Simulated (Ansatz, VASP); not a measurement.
**One calculation of Hf2C, two programs**

File INCAR:

```
PREC     = Accurate       # precision mode
ENCUT    = 600            # plane-wave cutoff, eV
EDIFF    = 1E-6           # SCF threshold, eV
ISMEAR   = 0              # smearing method
SIGMA    = 0.1            # smearing width, eV
LREAL    = False          # projectors in reciprocal space
LASPH    = True           # aspherical terms in the spheres
NELM     = 60             # most SCF steps
ALGO     = Normal         # electronic algorithm
ISIF     = 3              # what is computed and relaxed
LWAVE    = False          # write WAVECAR
LCHARG   = False          # write CHGCAR
GGA      = PE             # functional
IBRION   = 2              # ionic algorithm
NSW      = 90             # ionic steps
EDIFFG   = -0.04          # ionic threshold
```

KPOINTS

```
regular mesh
0
Gamma
  6 6 6
```

POSCAR

```
Hf2C
1.0
    1.6651927116      0.9613994603      5.0293079667
   -1.6651927116      0.9613994603      5.0293079667
    0.0000000000     -1.9227989206      5.0293079667
Hf C
2 1
Direct
    0.7500000000      0.7500000000      0.7500000000
    0.2500000000      0.2500000000      0.2500000000
    0.0000000000      0.0000000000      0.0000000000
```

Input for Ansatz:

```yaml
crystal:
  lattice:
    - [1.6651927116, 0.9613994603, 5.0293079667]
    - [-1.6651927116, 0.9613994603, 5.0293079667]
    - [0.0, -1.9227989206, 5.0293079667]
  atoms:
    - { symbol: Hf, position: [0.75, 0.75, 0.75] }
    - { symbol: Hf, position: [0.25, 0.25, 0.25] }
    - { symbol: C, position: [0.0, 0.0, 0.0] }
basis:
  ecutwfc: 420
kpoints:
  mp_grid: { grid: [6, 6, 6] }
hamiltonian:
  xc: pbe
scf:
  occupations: { method: gaussian, width: 0.1 }
  lower_state_search: "off"
output:
  forces: true
  stress: true
  eigenvalues: true
relax:
  adjacent_minimum: "off"
  f_tol: 0.04
  max_steps: 70
  cell: { stress_tol: 0.4 }
```

Alike in both runs: task relaxation of cell and atoms; functional PBE; k mesh 6 × 6 × 6; occupations gaussian, width 0.1 eV; no spin polarisation.

```csv
,VASP,Ansatz
version,VASP 6.6.1,Ansatz 0.2.0
potentials or method,"VASP PAW PBE potentials, release 64 (Hf_pv, C), cutoff 600 eV","scalar-relativistic, plane waves, PAW"
valence electrons in the cell,24,56
```

Ansatz gave:

| Quantity | Value |
| --- | --- |
| gap on the k mesh at the Fermi level, each at its own relaxed structure (eV) | none |
| relaxed volume (Å³/atom) | 16.48 |
| relaxed cell length with the largest relative difference (Å) | 5.614 |

Q: Estimate VASP's values.

A: gap on the k mesh at the Fermi level, each at its own relaxed structure (eV): none; relaxed volume (Å³/atom): 16.42; relaxed cell length with the largest relative difference (Å): 5.608.

A gap of «none» marks a metal or a gap that the smearing closes. VASP's potentials hold 24 valence electrons a cell and Ansatz's 56, so a difference there can come from the potentials and not from the codes.

The k mesh is coarse, so the values compare programs but aren't converged. Neither program's run includes spin-orbit coupling.
